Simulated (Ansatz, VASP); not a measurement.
**P: VASP beside Ansatz**

```
P
1.0
     2.24953    0.00000    0.00000
     0.00000    2.24953    0.00000
     0.00000    0.00000    2.69962
P
1
Direct
  0.00000 0.00000 0.00000
```

Alike in both runs: task single point; functional PBEsol; dispersion D3(BJ); k mesh 28 × 28 × 28; occupations gaussian, width 0.15 eV; no spin polarisation.

|  | VASP | Ansatz |
| --- | --- | --- |
| version | VASP 6.6.1 | Ansatz 0.2.0 |
| potentials or method | VASP PAW PBE potentials, release 64 (P), cutoff 520 eV | scalar-relativistic, plane waves, PAW |
| valence electrons in the cell | 5 | 5 |

```csv
,VASP,Ansatz,Ansatz less VASP
gap on the k mesh at the Fermi level (eV),none,none,-
pressure (GPa),8.3,8.2,-0.07
"traceless stress, the component that is largest in VASP (GPa)",-25.96,-25.96,+0.001
```

VASP's potentials were made for PBE, not for PBEsol. A gap of «none» marks a metal or a gap that the smearing closes.
